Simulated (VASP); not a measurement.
# HPbNO4 (P1) in VASP: a series of runs

HPbNO4 is run at these levels: PBE, PBE+D3(BJ); tasks: single point.

Everything below comes from runs of VASP 6.6.1. Logs are shortened: lines on timing, memory, paths and dates and some standing lists are left out, and cuts for length are marked.

## 1. The cell of the first run

The typed cell holds 7 atoms: a = 4.247 Å, b = 5.572 Å, c = 5.632 Å, α = 100.02°, β = 111.92°, γ = 111.82°.

## 2. Single point, PBE (15.28 Å³/atom)

Contents of INCAR:

```
SYSTEM = HPbNO4
PREC = Accurate
ENCUT = 520
EDIFF = 1E-6
ISMEAR = -1
SIGMA = 0.05
LREAL = .FALSE.
LASPH = .TRUE.
NELM = 100
ALGO = Normal
ISIF = 2
LWAVE = .FALSE.
LCHARG = .FALSE.
GGA = PE
NBANDS = 31
```

Contents of KPOINTS:

```
Automatic mesh
0
G
  6 4 4
  0 0 0
```

Contents of POSCAR:

```
HPbNO4
1.0
    4.2466157797     -0.0003973154      0.0063173142
   -2.0700030685      5.1727976046     -0.0487406612
   -2.1095160806     -1.8532178777      4.8819230329
H Pb N O
1 1 1 4
Direct
    0.9907300000      0.0333000000      0.9099400000
    0.5027400000      0.8198900000      0.1428700000
    0.0083800000      0.4740800000      0.5026500000
    0.9981600000      0.9274100000      0.0287700000
    0.1946700000      0.7343500000      0.6085200000
    0.8167300000      0.3588200000      0.2455600000
    0.0138100000      0.3312100000      0.6521700000
```

Potentials or basis: VASP PAW PBE potentials, release 64 (H, Pb_d, N, O).

Started as:

```sh
$ cat potpaw_PBE.64/H/POTCAR potpaw_PBE.64/Pb_d/POTCAR potpaw_PBE.64/N/POTCAR potpaw_PBE.64/O/POTCAR > POTCAR
$ mpirun -np 1 vasp_std > vasp.out
```

OUTCAR:

```text
SYSTEM = HPbNO4
   PREC = Accurate
   ENCUT = 520
   EDIFF = 1E-6
   ISMEAR = -1
   LREAL = .FALSE.
   LASPH = .TRUE.
   NELM = 100
   ISIF = 2
   GGA = PE

 ion  position               nearest neighbor table
   1  0.991  0.033  0.910-   4 0.97
   2  0.503  0.820  0.143-   4 2.32   4 2.33   6 2.64   5 2.66   7 2.87   7 2.99
   3  0.008  0.474  0.503-   7 1.26   5 1.26   6 1.26
   4  0.998  0.927  0.029-   1 0.97   2 2.32   2 2.33
   5  0.195  0.734  0.609-   3 1.26   2 2.66
   6  0.817  0.359  0.246-   3 1.26   2 2.64
   7  0.014  0.331  0.652-   3 1.26   2 2.87   2 2.99

  LATTYP: Found a triclinic cell.
 ALAT       =     8.2467437606
 B/A-ratio  =     0.5149451251
 C/A-ratio  =     0.7116445657
 COS(alpha) =     0.0126066529
 COS(beta)  =     0.3599949201
 COS(gamma) =     0.7788145159

  Lattice vectors:

 A1 = (  -6.4232284909,  -5.1720029738,   0.0361060328)
 A2 = (  -4.2466157797,   0.0003973154,  -0.0063173142)
 A3 = (  -0.0670966306,  -3.3191824115,  -4.8394996859)

Analysis of symmetry for initial positions (statically):
=====================================================================
 Subroutine PRICEL returns:
 Original cell was already a primitive cell.

 Routine SETGRP: Setting up the symmetry group for a
 triclinic supercell.

 Subroutine GETGRP returns: Found  1 space group operations
 (whereof  1 operations were pure point group operations)
 out of a pool of  2 trial point group operations.

The static configuration has the point symmetry C_1 .

Analysis of symmetry for dynamics (positions and initial velocities):
=====================================================================
 Subroutine PRICEL returns:
 Original cell was already a primitive cell.

 Routine SETGRP: Setting up the symmetry group for a
 triclinic supercell.

 Subroutine GETGRP returns: Found  1 space group operations
 (whereof  1 operations were pure point group operations)
 out of a pool of  2 trial point group operations.

The dynamic configuration has the point symmetry C_1 .

 Subroutine INISYM returns: Found  1 space group operations
 (whereof  1 operations are pure point group operations),
 and found     1 'primitive' translations

----------------------------------------------------------------------------------------

                                     Primitive cell

  volume of cell :     106.9462

  direct lattice vectors                    reciprocal lattice vectors
     4.246615780 -0.000397315  0.006317314     0.235285412  0.095453771  0.137903648
    -2.070003069  5.172797605 -0.048740661    -0.000091333  0.193975892  0.073595368
    -2.109516081 -1.853217878  4.881923033    -0.000305376  0.001813118  0.205393633

  length of vectors
     4.246620497  5.571815091  5.631842247     0.288943012  0.207467909  0.205401862

  position of ions in fractional coordinates (direct lattice)
     0.990730000  0.033300000  0.909940000
     0.502740000  0.819890000  0.142870000
     0.008380000  0.474080000  0.502650000
     0.998160000  0.927410000  0.028770000
     0.194670000  0.734350000  0.608520000
     0.816730000  0.358820000  0.245560000
     0.013810000  0.331210000  0.652170000

  ion indices of the primitive-cell ions
   primitive index   ion index
                 1           1
                 2           2
                 3           3
                 4           4
                 5           5
                 6           6
                 7           7

----------------------------------------------------------------------------------------

 KPOINTS: Automatic mesh

Automatic generation of k-mesh.
 Grid dimensions read from file:
 generate k-points for:    6    4    4

 Generating k-lattice:

  Cartesian coordinates                     Fractional coordinates (reciprocal lattice)
     0.039214235  0.015908962  0.022983941     0.166666667  0.000000000  0.000000000
    -0.000022833  0.048493973  0.018398842    -0.000000000  0.250000000  0.000000000
    -0.000076344  0.000453279  0.051348408    -0.000000000  0.000000000  0.250000000

  Length of vectors
[... 55 lines left out ...]
[... 23 lines left out ...]
     30      11.5938      0.00000
     31      11.8197      0.00000

 k-point     3 :       0.3333    0.0000   -0.0000
  band No.  band energies     occupation
      1     -25.8115      2.00000
      2     -20.2428      2.00000
      3     -20.2151      2.00000
      4     -17.2613      2.00000
      5     -14.7614      2.00000
      6     -14.7494      2.00000
[... 23 lines left out ...]
     30      11.3481      0.00000
     31      12.2420      0.00000

 k-point     4 :       0.5000   -0.0000   -0.0000
  band No.  band energies     occupation
      1     -25.8092      2.00000
      2     -20.2426      2.00000
      3     -20.2155      2.00000
      4     -17.2407      2.00000
      5     -14.7668      2.00000
      6     -14.7581      2.00000
[... 23 lines left out ...]
     30      11.6739      0.00000
     31      12.3238      0.00000

 k-point     5 :       0.0000    0.2500    0.0000
  band No.  band energies     occupation
      1     -25.8160      2.00000
      2     -20.2432      2.00000
      3     -20.2198      2.00000
      4     -17.3240      2.00000
      5     -14.7476      2.00000
      6     -14.7382      2.00000
[... 23 lines left out ...]
     30      11.6754      0.00000
     31      12.2215      0.00000
[... 542 lines left out ...]
     30      11.7398      0.00000
     31      12.4213      0.00000

 k-point    22 :       0.1667    0.2500    0.2500
  band No.  band energies     occupation
      1     -25.8121      2.00000
      2     -20.2474      2.00000
      3     -20.2220      2.00000
      4     -17.3009      2.00000
      5     -14.7554      2.00000
      6     -14.7494      2.00000
[... 23 lines left out ...]
     30      12.0236      0.00000
     31      12.2495      0.00000

 k-point    23 :       0.3333    0.2500    0.2500
  band No.  band energies     occupation
      1     -25.8109      2.00000
      2     -20.2397      2.00000
      3     -20.2210      2.00000
      4     -17.2612      2.00000
      5     -14.7543      2.00000
      6     -14.7411      2.00000
[... 23 lines left out ...]
     30      11.1858      0.00000
     31      12.4920      0.00000

 k-point    24 :       0.5000    0.2500    0.2500
  band No.  band energies     occupation
      1     -25.8112      2.00000
      2     -20.2361      2.00000
      3     -20.2174      2.00000
      4     -17.2412      2.00000
      5     -14.7536      2.00000
      6     -14.7326      2.00000
[... 23 lines left out ...]
     30      10.7417      0.00000
     31      12.4003      0.00000

 [... further k-points ...]

------------------------ aborting loop because EDIFF is reached ----------------------------------------

  FORCE on cell =-STRESS in cart. coord.  units (eV):
  Direction    XX          YY          ZZ          XY          YZ          ZX
  --------------------------------------------------------------------------------------
  -------------------------------------------------------------------------------------
  Total        0.4770715      2.2619650      2.1591650      0.0260607     -0.2443441      0.0489569
  in kB        7.1470832     33.8868532     32.3467908      0.3904190     -3.6605578      0.7334308
  external PRESSURE =      24.4602424 kB  Pullay stress =       0.0000000 kB

 VOLUME and BASIS-vectors are now :
 -----------------------------------------------------------------------------
  energy-cutoff  :      520.00
  volume of cell :      106.95
      direct lattice vectors                 reciprocal lattice vectors
     4.246615780 -0.000397315  0.006317314     0.235285412  0.095453771  0.137903648
    -2.070003069  5.172797605 -0.048740661    -0.000091333  0.193975892  0.073595368
    -2.109516081 -1.853217878  4.881923033    -0.000305376  0.001813118  0.205393633

 POSITION                                       TOTAL-FORCE (eV/Angst)
 -----------------------------------------------------------------------------------
      2.21879     -1.51446      4.44689         0.000403      0.360163     -0.271911
      0.13638      3.97616      0.66069        -0.002265     -0.146769      0.113964
     -2.00611      1.52080      2.43084        -0.001675      0.007955     -0.021397
      2.25837      4.74359      0.10156         0.001117     -0.247931      0.187935
     -1.97710      2.67085      2.93618         0.022395      0.870125      0.358767
      2.20757      1.40070      1.18648        -0.023362     -0.063489     -0.929363
     -2.00272      0.50466      3.16779         0.003387     -0.780053      0.562005
 -----------------------------------------------------------------------------------
    total drift:                               -0.000692     -0.000077      0.000006

  FREE ENERGIE OF THE ION-ELECTRON SYSTEM (eV)
  ---------------------------------------------------
  free  energy   TOTEN  =       -40.3256546615 eV

  energy  without entropy=      -40.3256546614  energy(sigma->0) =      -40.32565466
```

It took 89 s on 1 thread of AMD EPYC 9R45 (Zen 5), shared host; peak memory 0.3 GiB.

Results:

```yaml
Free_energy: -40.3257 eV
Pressure: 2.4 GPa
Largest_force: 0.961 eV/Å
Band_gap_on_the_k_mesh: 2.87 eV (least direct gap 3.19 eV)
```

Forces in eV/Å, atoms in the order of the input:
```
H    0.000  0.360 -0.272
Pb  -0.002 -0.147  0.114
N   -0.002  0.008 -0.021
O    0.001 -0.248  0.188
O    0.022  0.870  0.359
O   -0.023 -0.063 -0.929
O    0.003 -0.780  0.562
```

Stress tensor (GPa, compression positive):
```
 0.71  0.04  0.07
 0.04  3.39 -0.37
 0.07 -0.37  3.23
```

Levels at points of the mesh, in eV from the valence-band top:
| k point | band 20 | band 21 | band 22 | band 23 | band 24 | band 25 |
| --- | --- | --- | --- | --- | --- | --- |
| (0.00, 0.00, 0.00) | -2.13 | -1.04 | -0.46 | 3.36 | 4.51 | 5.26 |
| (0.50, 0.00, 0.00) | -1.18 | -0.79 | 0.00 | 3.21 | 4.29 | 5.51 |
| (0.00, 0.50, 0.00) | -1.51 | -1.04 | -0.89 | 3.20 | 4.11 | 4.89 |
| (0.50, 0.50, 0.00) | -0.85 | -0.52 | -0.32 | 2.92 | 5.34 | 5.39 |
| (0.00, 0.00, 0.50) | -1.52 | -1.01 | -0.91 | 3.21 | 4.00 | 5.02 |
| (0.50, 0.00, 0.50) | -0.84 | -0.52 | -0.33 | 2.91 | 5.35 | 5.37 |
| (0.00, 0.50, 0.50) | -1.64 | -0.96 | -0.72 | 3.12 | 3.60 | 5.44 |
| (0.50, 0.50, 0.50) | -1.17 | -0.78 | -0.03 | 3.20 | 4.30 | 5.53 |

Caveat: the standard files for N, O and F lose accuracy on very short bonds; spin-orbit coupling is left out, which moves the levels of the heavy elements. A k mesh can miss the band edges.

## 3. Single point, PBE (15.59 Å³/atom)

This run uses another cell than the first one, of 15.59 Å³/atom.

Contents of INCAR:

```
SYSTEM = HPbNO4
ALGO = Normal
EDIFF = 1E-6
ENCUT = 520
GGA = PE
ISIF = 2
ISMEAR = -1
LASPH = .True.
LCHARG = .False.
LREAL = .False.
LWAVE = .False.
NBANDS = 31
NELM = 80
PREC = Accurate
SIGMA = 0.05
```

Contents of KPOINTS:

```
k-points
0
Gamma
  6 4 4
  0 0 0
```

Edit POSCAR of step 2 so:

```diff
@@ -2,5 +2,5 @@
 1.0
-    4.2466157797     -0.0003973154      0.0063173142
-   -2.0700030685      5.1727976046     -0.0487406612
-   -2.1095160806     -1.8532178777      4.8819230329
+    4.2753100000     -0.0004000000      0.0063600000
+   -2.0839900000      5.2077500000     -0.0490700000
+   -2.1237700000     -1.8657400000      4.9149100000
 H Pb N O
```

Potentials or basis: VASP PAW PBE potentials, release 64 (H, Pb_d, N, O).

Started as:

```sh
$ cat potpaw_PBE.64/H/POTCAR potpaw_PBE.64/Pb_d/POTCAR potpaw_PBE.64/N/POTCAR potpaw_PBE.64/O/POTCAR > POTCAR
$ mpirun -np 1 vasp_std > vasp.out
```

Run time: 82 s. Hardware: 1 thread of AMD EPYC 9R45 (Zen 5), shared host; peak memory 0.3 GiB.

It converged, with:

| Property | Result |
| --- | --- |
| Free energy | -40.3494 eV |
| Pressure | 0.6 GPa |
| Largest force | 0.387 eV/Å |
| Band gap on the k mesh | 2.84 eV (least direct gap 3.14 eV) |

Forces in eV/Å, atoms in the order of the input:
```
H    0.000  0.098 -0.073
Pb   0.000 -0.018  0.014
N   -0.002 -0.003 -0.009
O    0.000 -0.079  0.058
O    0.009  0.350  0.156
O   -0.010 -0.037 -0.375
O    0.002 -0.311  0.229
```

Stress tensor (GPa, compression positive):
```
-0.16  0.02  0.03
 0.02  0.99 -0.11
 0.03 -0.11  0.97
```

Levels at points of the mesh, in eV from the valence-band top:
| k point | band 19 | band 20 | band 21 | band 22 | band 23 | band 24 | band 25 | band 26 |
| --- | --- | --- | --- | --- | --- | --- | --- | --- |
| (0.00, 0.00, 0.00) | -2.08 | -2.06 | -0.98 | -0.42 | 3.31 | 4.47 | 5.20 | 5.93 |
| (0.50, 0.00, 0.00) | -2.04 | -1.14 | -0.72 | 0.00 | 3.16 | 4.24 | 5.43 | 5.97 |
| (0.00, 0.50, 0.00) | -1.60 | -1.51 | -0.99 | -0.83 | 3.16 | 4.06 | 4.83 | 7.44 |
| (0.50, 0.50, 0.00) | -2.11 | -0.82 | -0.46 | -0.31 | 2.88 | 5.26 | 5.31 | 5.86 |
| (0.00, 0.00, 0.50) | -1.60 | -1.52 | -0.97 | -0.84 | 3.17 | 3.96 | 4.96 | 7.28 |
| (0.50, 0.00, 0.50) | -2.11 | -0.80 | -0.46 | -0.32 | 2.87 | 5.28 | 5.29 | 5.87 |
| (0.00, 0.50, 0.50) | -1.85 | -1.65 | -0.91 | -0.66 | 3.08 | 3.56 | 5.37 | 7.10 |
| (0.50, 0.50, 0.50) | -2.03 | -1.13 | -0.71 | -0.03 | 3.15 | 4.24 | 5.45 | 5.92 |

Caveat: spin-orbit coupling is left out, which moves the levels of the heavy elements. A k mesh can miss the band edges.

## 4. Single point, PBE (15.90 Å³/atom)

This run uses another cell than the first one, of 15.90 Å³/atom.

Edit INCAR of step 3 so:

```diff
@@ -2,3 +2,3 @@
 ALGO = Normal
-EDIFF = 1E-6
+EDIFF = 1E-7
 ENCUT = 520
@@ -12,3 +12,3 @@
 NBANDS = 31
-NELM = 80
+NELM = 60
 PREC = Accurate
```

KPOINTS is that of step 3.

Edit POSCAR of step 3 so:

```diff
@@ -2,5 +2,5 @@
 1.0
-    4.2753100000     -0.0004000000      0.0063600000
-   -2.0839900000      5.2077500000     -0.0490700000
-   -2.1237700000     -1.8657400000      4.9149100000
+    4.3036241364     -0.0004026491      0.0064021204
+   -2.0977916605      5.2422394157     -0.0493949764
+   -2.1378351119     -1.8780962541      4.9474600214
 H Pb N O
```

Started as:

```sh
$ cat potpaw_PBE.64/H/POTCAR potpaw_PBE.64/Pb_d/POTCAR potpaw_PBE.64/N/POTCAR potpaw_PBE.64/O/POTCAR > POTCAR
$ mpirun -np 1 vasp_std > vasp.out
```

Run time: 88 s. Hardware: 1 thread of AMD EPYC 9R45 (Zen 5), shared host; peak memory 0.3 GiB.

The run converged. Its results:

```
Free energy            : -40.3493 eV
Pressure               : -1.1 GPa
Largest force          : 0.187 eV/Å
Band gap on the k mesh : 2.81 eV (least direct gap 3.10 eV)
```

Forces on the atoms (eV/Å):
```
H    0.000 -0.149  0.114
Pb   0.002  0.102 -0.078
N   -0.002 -0.013  0.002
O   -0.001  0.081 -0.065
O   -0.003 -0.131 -0.032
O    0.003 -0.012  0.137
O    0.000  0.121 -0.078
```

Stress tensor (GPa, compression positive):
```
-0.94  0.00 -0.01
 0.00 -1.17  0.12
-0.01  0.12 -1.07
```

Levels at points of the mesh, in eV from the valence-band top:
```
           k point  band 18  band 19  band 20  band 21  band 22  band 23  band 24  band 25  band 26  band 27
(0.00, 0.00, 0.00)    -2.21    -2.01    -1.99    -0.93    -0.37     3.25     4.43     5.14     5.85     7.31
(0.50, 0.00, 0.00)    -2.15    -1.99    -1.11    -0.65     0.00     3.12     4.19     5.36     5.87     8.05
(0.00, 0.50, 0.00)    -1.94    -1.55    -1.51    -0.95    -0.77     3.11     4.02     4.77     7.34     7.39
(0.50, 0.50, 0.00)    -2.31    -2.05    -0.78    -0.40    -0.31     2.85     5.19     5.24     5.77     7.28
(0.00, 0.00, 0.50)    -1.95    -1.55    -1.52    -0.93    -0.78     3.12     3.92     4.90     7.19     7.36
(0.50, 0.00, 0.50)    -2.31    -2.05    -0.77    -0.40    -0.32     2.84     5.21     5.21     5.78     7.27
(0.00, 0.50, 0.50)    -2.00    -1.79    -1.66    -0.87    -0.60     3.04     3.53     5.29     7.11     7.61
(0.50, 0.50, 0.50)    -2.15    -1.98    -1.09    -0.65    -0.02     3.11     4.19     5.37     5.83     8.02
```

Caveat: spin-orbit coupling is left out, which moves the levels of the heavy elements.

## 5. Single point, PBE+D3(BJ)

This run uses another cell than the first one, of 15.59 Å³/atom.

Contents of INCAR:

```
SYSTEM = HPbNO4
PREC = Accurate
ENCUT = 600
EDIFF = 1E-6
ISMEAR = -1
SIGMA = 0.05
LREAL = .False.
LASPH = .True.
NELM = 120
ALGO = Normal
ISIF = 2
LWAVE = .False.
LCHARG = .False.
GGA = PE
IVDW = 12
NBANDS = 31
GGA_COMPAT = .False.
```

Contents of KPOINTS:

```
regular mesh
0
Gamma
  6 4 4
  0 0 0
```

Edit POSCAR of step 4 so:

```diff
@@ -2,5 +2,5 @@
 1.0
-    4.3036241364     -0.0004026491      0.0064021204
-   -2.0977916605      5.2422394157     -0.0493949764
-   -2.1378351119     -1.8780962541      4.9474600214
+    4.2753100000     -0.0004000000      0.0063600000
+   -2.0839900000      5.2077500000     -0.0490700000
+   -2.1237700000     -1.8657400000      4.9149100000
 H Pb N O
```

Started as:

```sh
$ cat potpaw_PBE.64/H/POTCAR potpaw_PBE.64/Pb_d/POTCAR potpaw_PBE.64/N/POTCAR potpaw_PBE.64/O/POTCAR > POTCAR
$ mpirun -np 1 vasp_std > vasp.out
```

Wall time 9.6 min (1 thread of Intel Xeon 8259CL, shared host); peak memory 0.41 GiB.

Results (log left out):

* Free energy: -41.0549 eV
* Pressure: -0.3 GPa
* Largest force: 0.398 eV/Å
* Band gap on the k mesh: 2.84 eV (least direct gap 3.15 eV)
* Dispersion energy per atom: -0.098 eV

Forces on the atoms (eV/Å):
```
H    0.000  0.099 -0.074
Pb   0.000 -0.102  0.078
N   -0.002  0.001 -0.012
O    0.000 -0.064  0.047
O    0.009  0.373  0.109
O   -0.009  0.018 -0.378
O    0.002 -0.325  0.230
```

Stress tensor (GPa, compression positive):
```
-1.16  0.02  0.03
 0.02  0.11 -0.05
 0.03 -0.05  0.12
```

Levels at points of the mesh, in eV from the valence-band top:
```tsv
k point	band 19	band 20	band 21	band 22	band 23	band 24	band 25	band 26
(0.00, 0.00, 0.00)	-2.08	-2.06	-0.98	-0.42	3.31	4.47	5.20	5.93
(0.50, 0.00, 0.00)	-2.04	-1.14	-0.72	0.00	3.16	4.24	5.43	5.97
(0.00, 0.50, 0.00)	-1.60	-1.51	-0.99	-0.83	3.16	4.06	4.83	7.44
(0.50, 0.50, 0.00)	-2.12	-0.82	-0.46	-0.31	2.88	5.26	5.31	5.86
(0.00, 0.00, 0.50)	-1.60	-1.52	-0.97	-0.84	3.17	3.96	4.96	7.28
(0.50, 0.00, 0.50)	-2.11	-0.80	-0.46	-0.32	2.87	5.28	5.29	5.87
(0.00, 0.50, 0.50)	-1.85	-1.65	-0.91	-0.66	3.08	3.57	5.37	7.10
(0.50, 0.50, 0.50)	-2.03	-1.13	-0.71	-0.03	3.16	4.24	5.45	5.92
```

Caveat: three body term missing; spin-orbit coupling is left out, which moves the levels of the heavy elements. A k mesh can miss the band edges.

## 6. Overview

| level | cell | cutoff (eV) | gap on the mesh (eV) | pressure (GPa) | largest force (eV/Å) |
| --- | --- | --- | --- | --- | --- |
| PBE | a = 4.247, b = 5.572, c = 5.632 Å, angles 100.0, 111.9, 111.8°, 7 atoms | 520 | 2.87 | 2.4 | 0.96 |
| PBE | a = 4.275, b = 5.609, c = 5.670 Å, angles 100.0, 111.9, 111.8°, 7 atoms | 520 | 2.84 | 0.6 | 0.39 |
| PBE | a = 4.304, b = 5.647, c = 5.707 Å, angles 100.0, 111.9, 111.8°, 7 atoms | 520 | 2.81 | -1.1 | 0.19 |
| PBE+D3(BJ) | a = 4.275, b = 5.609, c = 5.670 Å, angles 100.0, 111.9, 111.8°, 7 atoms | 600 | 2.84 | -0.3 | 0.40 |

Alike in all rows: task single point; potentials or basis VASP PAW PBE potentials, release 64 (H, Pb_d, N, O); no spin polarisation; k mesh 6 × 4 × 4; smearing fermi-dirac 0.05 eV.

Caveats: spin-orbit coupling is left out, which moves the levels of the heavy elements; the standard files for N, O and F lose accuracy on very short bonds (at least some runs); three body term missing (at least some runs).

Total energies depend on the potentials used, so only differences within one code and one set of settings carry meaning.
